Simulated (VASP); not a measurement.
# Pb (P6_3/mmc) in VASP: further runs, part 2 of 2

VASP 6.6.1. Earlier steps stand in the parts before.

**4. Single point, PBEsol**

This run uses another cell than the first one, of 23.61 Å³/atom, 0.760 times its volume.

INCAR reads:

```
SYSTEM = Pb
  PREC = Accurate
  ENCUT = 520
  EDIFF = 1E-7
  ISMEAR = -1
  SIGMA = 0.05
  LREAL = .FALSE.
  LASPH = .TRUE.
  NELM = 60
  ALGO = Normal
  ISIF = 2
  LWAVE = .FALSE.
  LCHARG = .FALSE.
  GGA = PS
  NBANDS = 21
```

KPOINTS reads:

```
Automatic mesh
0
G
  9 9 5
  0 0 0
```

POSCAR reads:

```
Pb
1.0
    3.1833044487      0.0000000000      0.0000000000
   -1.5916522244      2.7568225206      0.0000000000
    0.0000000000      0.0000000000      5.3816488533
Pb
2
Direct
    0.6666666667      0.3333333333      0.7500000000
    0.3333333333      0.6666666667      0.2500000000
```

Potentials or basis: VASP PAW PBE potentials, release 64 (Pb_d).

Run with:

```
$ cat potpaw_PBE.64/Pb_d/POTCAR > POTCAR
$ mpirun -np 1 vasp_std > vasp.out
```

OUTCAR:

```text
SYSTEM = Pb
   PREC = Accurate
   ENCUT = 520
   EDIFF = 1E-7
   ISMEAR = -1
   LREAL = .FALSE.
   LASPH = .TRUE.
   NELM = 60
   ISIF = 2
   GGA = PS

 ion  position               nearest neighbor table
   1  0.667  0.333  0.750-   2 3.26   2 3.26   2 3.26   2 3.26   2 3.26   2 3.26
   2  0.333  0.667  0.250-   1 3.26   1 3.26   1 3.26   1 3.26   1 3.26   1 3.26

  LATTYP: Found a hexagonal cell.
 ALAT       =     3.1833044487
 C/A-ratio  =     1.6905856603

  Lattice vectors:

 A1 = (   3.1833044487,   0.0000000000,   0.0000000000)
 A2 = (  -1.5916522244,   2.7568225206,   0.0000000000)
 A3 = (   0.0000000000,   0.0000000000,   5.3816488533)

Analysis of symmetry for initial positions (statically):
=====================================================================
 Subroutine PRICEL returns:
 Original cell was already a primitive cell.

 Routine SETGRP: Setting up the symmetry group for a
 hexagonal supercell.

 Subroutine GETGRP returns: Found 24 space group operations
 (whereof 12 operations were pure point group operations)
 out of a pool of 24 trial point group operations.

The static configuration has the point symmetry D_3d.
 The point group associated with its full space group is D_6h.

Analysis of symmetry for dynamics (positions and initial velocities):
=====================================================================
 Subroutine PRICEL returns:
 Original cell was already a primitive cell.

 Routine SETGRP: Setting up the symmetry group for a
 hexagonal supercell.

 Subroutine GETGRP returns: Found 24 space group operations
 (whereof 12 operations were pure point group operations)
 out of a pool of 24 trial point group operations.

The dynamic configuration has the point symmetry D_3d.
 The point group associated with its full space group is D_6h.

 Subroutine INISYM returns: Found 24 space group operations
 (whereof 12 operations are pure point group operations),
 and found     1 'primitive' translations

[... 108 lines left out ...]
   EFERMI =   0.00;   METHOD = LEGACY
   ISMEAR =    -1;   SIGMA  =   0.05  broadening in eV -4-tet -1-fermi 0-gaus
   EFERMI_NEDOS =   21; number of points for ismear=-14 and -15
   IALGO  =     38    algorithm
   IMIX   =      4    mixing-type and parameters
     AMIX     =   0.40;   BMIX     =  1.00
     AMIX_MAG =   1.60;   BMIX_MAG =  1.00
  volume/ion in A,a.u.               =      23.61       159.36
  Fermi-wavevector in a.u.,A,eV,Ry     =   1.375287  2.598916 25.734261  1.891415
  Thomas-Fermi vector in A             =   2.500637
   LORBIT       =      0    0 simple, 1 ext, 2 COOP (PROOUT), +10 PAW based schemes
   GGA     = PS    functional components
   LHFCALC =     F    Hartree Fock is set to
   AEXX    =    0.0000 exact exchange contribution
   IVDW    =     0    specifies the selected vdW correction
   LEPSILON=     F    determine dielectric tensor
   LRPA    =     F    only Hartree local field effects (RPA)
 non-spin polarized calculation
  energy-cutoff  :      520.00
  volume of cell :       47.23
 maximum number of plane-waves:      1287
 NGX is ok and might be reduce to    24
   NGX = 11   NGY = 11   NGZ = 21

 number of electron      28.0000010 magnetization

 Free energy of the ion-electron system (eV)
  ---------------------------------------------------
  ext. energy  EPLUGINS =         0.00000000
  ---------------------------------------------------
  free energy    TOTEN  =        -7.35686505 eV

  energy without entropy =       -7.34517373  energy(sigma->0) =       -7.35101939

 E-fermi :  10.0757     XC(G=0): -11.6049

 val. band max:       10.0643609149   @ k =   0.2222   0.1111   0.2000
 cond. band min:      10.0803168247   @ k =   0.2222   0.2222   0.2000
 fundamental gap:      0.0159559099
 Fermi energy:        10.0756962102

 k-point     1 :       0.0000    0.0000    0.0000
  band No.  band energies     occupation
      1      -7.2017      2.00000
      2      -7.0819      2.00000
      3      -7.0297      2.00000
      4      -7.0297      2.00000
      5      -6.9869      2.00000
      6      -6.9869      2.00000
[... 565 lines left out ...]
     20      23.8015      0.00000
     21      23.8517      0.00000

 [... further k-points ...]

------------------------ aborting loop because EDIFF is reached ----------------------------------------

  FORCE on cell =-STRESS in cart. coord.  units (eV):
  Direction    XX          YY          ZZ          XY          YZ          ZX
  --------------------------------------------------------------------------------------
  -------------------------------------------------------------------------------------
  Total        5.8602605      5.8602605      5.8707621     -0.0000000      0.0000000     -0.0000000
  in kB      198.8040207    198.8040207    199.1602781     -0.0000000      0.0000000     -0.0000000
  external PRESSURE =     198.9227732 kB  Pullay stress =       0.0000000 kB

 VOLUME and BASIS-vectors are now :
 -----------------------------------------------------------------------------
  energy-cutoff  :      520.00
  volume of cell :       47.23
      direct lattice vectors                 reciprocal lattice vectors
     3.183304449  0.000000000  0.000000000     0.314138976  0.181368222  0.000000000
    -1.591652224  2.756822521  0.000000000     0.000000000  0.362736445  0.000000000
     0.000000000  0.000000000  5.381648853     0.000000000  0.000000000  0.185816657

 POSITION                                       TOTAL-FORCE (eV/Angst)
 -----------------------------------------------------------------------------------
      1.59165      0.91894      4.03624         0.000000      0.000000      0.000000
     -0.00000      1.83788      1.34541        -0.000000      0.000000      0.000000
 -----------------------------------------------------------------------------------
    total drift:                               -0.000000      0.000000      0.000000

  FREE ENERGIE OF THE ION-ELECTRON SYSTEM (eV)
  ---------------------------------------------------
  free  energy   TOTEN  =        -7.3568650479 eV

  energy  without entropy=       -7.3451737284  energy(sigma->0) =       -7.35101939
```

Wall time 15 s (1 thread of AMD EPYC 9R45 (Zen 5), shared host); peak memory 0.14 GiB.

Results:

```yaml
Free_energy: -7.3569 eV
Pressure: 19.9 GPa
Band_gap_on_the_k_mesh: zero (band 14 reaches 17.86 eV, above the bottom of band 15 at 7.65 eV)
```

Levels at points of the mesh, in eV from the Fermi level:
| k point | band 12 | band 13 | band 14 | band 15 | band 16 | band 17 |
| --- | --- | --- | --- | --- | --- | --- |
| (0.00, 0.00, 0.00) | -8.60 | -5.52 | 7.78 | 7.78 | 8.76 | 9.77 |

Caveat: the PAW data sets were made with another functional, which shifts forces and pressure a little; spin-orbit coupling is left out, which moves the levels of the heavy elements.

**5. Single point, PBEsol**

This run uses another cell than the first one, of 25.82 Å³/atom, 0.831 times its volume.

INCAR reads:

```
PREC = Accurate
ENCUT = 520
EDIFF = 1E-6
ISMEAR = -1
SIGMA = 0.05
LREAL = F
LASPH = T
NELM = 60
ALGO = Normal
ISIF = 2
LWAVE = F
LCHARG = T
GGA = PS
LELF = T
LVHAR = T
NBANDS = 21
```

KPOINTS reads:

```
Automatic mesh
0
Gamma
  9 9 5
```

POSCAR reads:

```
Pb
1.0
    3.2754715686      0.0000000000      0.0000000000
   -1.6377357843      2.8366415877      0.0000000000
    0.0000000000      0.0000000000      5.5582324055
Pb
2
Direct
    0.6666666667      0.3333333333      0.7500000000
    0.3333333333      0.6666666667      0.2500000000
```

Run with:

```
$ cat potpaw_PBE.64/Pb_d/POTCAR > POTCAR
$ mpirun -np 1 vasp_std > vasp.out
```

Wall time 15 s (1 thread of AMD EPYC 9R45 (Zen 5), shared host); peak memory 0.14 GiB.

The run converged. Its results:

* Free energy: -7.7602 eV
* Pressure: 9.9 GPa
* Band gap on the k mesh: zero (band 14 reaches 16.07 eV, above the bottom of band 15 at 6.68 eV)

Levels at points of the mesh, in eV from the Fermi level:
| k point | band 11 | band 12 | band 13 | band 14 | band 15 | band 16 | band 17 | band 18 |
| --- | --- | --- | --- | --- | --- | --- | --- | --- |
| (0.00, 0.00, 0.00) | -12.80 | -8.52 | -4.99 | 7.21 | 7.21 | 8.08 | 9.23 | 9.23 |

Caveat: the PAW data sets were made with another functional, which shifts forces and pressure a little; spin-orbit coupling is left out, which moves the levels of the heavy elements.

**6. Single point, PBEsol**

This run uses another cell than the first one, of 27.43 Å³/atom, 0.883 times its volume.

INCAR reads:

```
SYSTEM = Pb
PREC = Accurate
ENCUT = 520
EDIFF = 1E-6
ISMEAR = -1
SIGMA = 0.05
LREAL = .False.
LASPH = .True.
NELM = 80
ALGO = Normal
ISIF = 2
LWAVE = .False.
LCHARG = .False.
GGA = PS
NBANDS = 21
```

KPOINTS reads:

```
Automatic mesh
0
Gamma
  9 9 5
  0 0 0
```

POSCAR reads:

```
Pb
1.0
    3.3407319939      0.0000000000      0.0000000000
   -1.6703659970      2.8931587740      0.0000000000
    0.0000000000      0.0000000000      5.6766335648
Pb
2
Direct
    0.6666666667      0.3333333333      0.7500000000
    0.3333333333      0.6666666667      0.2500000000
```

Potentials or basis: VASP PAW PBE potentials, release 64 (Pb_d).

Run with:

```
$ cat potpaw_PBE.64/Pb_d/POTCAR > POTCAR
$ mpirun -np 1 vasp_std > vasp.out
```

Wall time 19 s (1 thread of AMD EPYC 9R45 (Zen 5), shared host); peak memory 0.16 GiB.

It converged, with:

```yaml
Free_energy: -7.9083 eV
Pressure: 4.9 GPa
Band_gap_on_the_k_mesh: zero (band 14 reaches 14.92 eV, above the bottom of band 15 at 6.08 eV)
```

Levels at points of the mesh, in eV from the Fermi level:
```
           k point  band 10  band 11  band 12  band 13  band 14  band 15  band 16  band 17  band 18  band 19
(0.00, 0.00, 0.00)   -16.59   -12.35    -8.47    -4.67     6.80     6.80     7.62     8.67     8.67     9.66
```

Caveat: the PAW data sets were made with another functional, which shifts forces and pressure a little; spin-orbit coupling is left out, which moves the levels of the heavy elements.

**7. Overview**

```tsv
level	potentials or basis	cell	gap on the mesh (eV)	pressure (GPa)
LDA	VASP PAW LDA potentials, release 64 (Pb_d)	a = 3.548, b = 3.548, c = 5.700 Å, angles 90.0, 90.0, 120.0°, 2 atoms	none	-2.9
PBEsol	VASP PAW PBE potentials, release 64 (Pb_d)	a = 3.124, b = 3.124, c = 5.228 Å, angles 90.0, 90.0, 120.0°, 2 atoms	none	29.9
PBEsol	VASP PAW PBE potentials, release 64 (Pb_d)	a = 3.183, b = 3.183, c = 5.382 Å, angles 90.0, 90.0, 120.0°, 2 atoms	none	19.9
PBEsol	VASP PAW PBE potentials, release 64 (Pb_d)	a = 3.275, b = 3.275, c = 5.558 Å, angles 90.0, 90.0, 120.0°, 2 atoms	none	9.9
PBEsol	VASP PAW PBE potentials, release 64 (Pb_d)	a = 3.341, b = 3.341, c = 5.677 Å, angles 90.0, 90.0, 120.0°, 2 atoms	none	4.9
```

Alike in all rows: task single point; no spin polarisation; k mesh 9 × 9 × 5; cutoff (eV) 520; smearing fermi-dirac 0.05 eV.

Caveats: spin-orbit coupling is left out, which moves the levels of the heavy elements; the PAW data sets were made with another functional, which shifts forces and pressure a little (some runs).

Absolute energies hang on the potentials; compare differences alone.
